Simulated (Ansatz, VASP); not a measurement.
## NaF: VASP beside Ansatz

File POSCAR:

```
NaF
1.0
    0.0000000000      2.5312613675      2.5312613675
    2.5312613675      0.0000000000      2.5312613675
    2.5312613675      2.5312613675      0.0000000000
Na F
1 1
Direct
    0.0000000000      0.0000000000      0.0000000000
    0.2500000000      0.2500000000      0.2500000000
```

File INCAR.step1:

```
SYSTEM = NaF
PREC = Accurate
ENCUT = 520
EDIFF = 1E-5
ISMEAR = 0
SIGMA = 0.01
LREAL = .False.
LASPH = .True.
NELM = 100
ALGO = Normal
ISIF = 2
LWAVE = .True.
LCHARG = .False.
NBANDS = 14
GGA = PE
```

File INCAR.step2:

```
SYSTEM = NaF
PREC = Accurate
ENCUT = 520
EDIFF = 1E-6
ISMEAR = 0
SIGMA = 0.01
LREAL = .False.
LASPH = .True.
NELM = 100
ALGO = Normal
ISIF = 2
LWAVE = .False.
LCHARG = .False.
GGA = PE
LHFCALC = .True.
AEXX = 1.0
ALDAC = 0.0
AGGAC = 0.0
PRECFOCK = Normal
NBANDS = 14
ISTART = 1
```

File KPOINTS:

```
regular mesh
0
Gamma
  6 6 6
  0 0 0
```

Input for Ansatz:

```yaml
crystal:
  lattice:
    - [0.0, 2.5312613675, 2.5312613675]
    - [2.5312613675, 0.0, 2.5312613675]
    - [2.5312613675, 2.5312613675, 0.0]
  atoms:
    - { symbol: Na, position: [0.0, 0.0, 0.0] }
    - { symbol: F, position: [0.25, 0.25, 0.25] }
kpoints:
  mp_grid: { grid: [6, 6, 6] }
  band_path:
    path:
      - [0.0, 0.0, 0.0]
      - [-0.5, -0.5, 0.0]
      - [-0.375, -0.375, 0.25]
      - [-0.375, 0.0, 0.375]
      - [0.0, 0.0, 0.5]
      - [-0.5, -0.25, 0.25]
      - [-0.072917, 0.0, 0.072917]
    npoints: 1
hamiltonian:
  xc: hf
scf:
  occupations: { method: fixed }
  n_extra_bands: 4
output:
  forces: true
  stress: true
  eigenvalues: true
  write_density: true
  write_potential: true
  elf: true
  volumetric_format: npy
```

Alike in both runs: task single point; functional HF; k mesh 6 × 6 × 6; no spin polarisation.

|  | VASP | Ansatz |
| --- | --- | --- |
| version | VASP 6.6.1 | Ansatz 0.2.0 |
| potentials or method | VASP PAW PBE potentials, release 64 (Na_pv, F) | plane waves, PAW |
| plane-wave cutoff (eV) | 520 | 420 |
| occupations | gaussian, width 0.01 eV | fixed |
| valence electrons in the cell | 14 | 16 |

|  | VASP | Ansatz | Ansatz less VASP |
| --- | --- | --- | --- |
| gap on the k mesh at the Fermi level (eV) | 16.81 | 16.86 | +0.052 |
| pressure (GPa) | 1.0 | 0.5 | -0.48 |

VASP's potentials were made for PBE, not for HF. VASP's potentials hold 14 valence electrons a cell and Ansatz's 16, so a difference there can come from the potentials and not from the codes. Ansatz's warnings: stress exchange threshold loose, stress scf threshold loose.
